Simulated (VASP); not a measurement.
MgO (Periclase):

```
Mg O
1.0
     2.98187    0.00000    0.00000
     1.49093    2.58237    0.00000
     1.49093    0.86079    2.43469
Mg O
1 1
Cartesian
  0.0000 0.0000 0.0000
  2.9819 1.7216 1.2173
```

Base run:

```yaml
Program: VASP 6.6.1
Functional: BLYP
Potentials_or_basis: VASP PAW PBE potentials, release 64 (Mg, O)
Cutoff: 600 eV
k_mesh: 8 × 8 × 8
Occupations: fermi-dirac, width 0.02 eV
Spin: no spin polarisation
```

Its results: band gap on the k mesh 4.98 eV, direct; pressure 5.6 GPa.

The run is repeated on the same cell with these changes: functional from BLYP to PBEsol. What comes out?

Band gap on the k mesh 4.60 eV, direct; pressure -1.0 GPa.

PBEsol binds more tightly than BLYP, so the same cell stands under less pressure.

Caveats: the PAW data sets were made with another functional, which shifts forces and pressure a little.

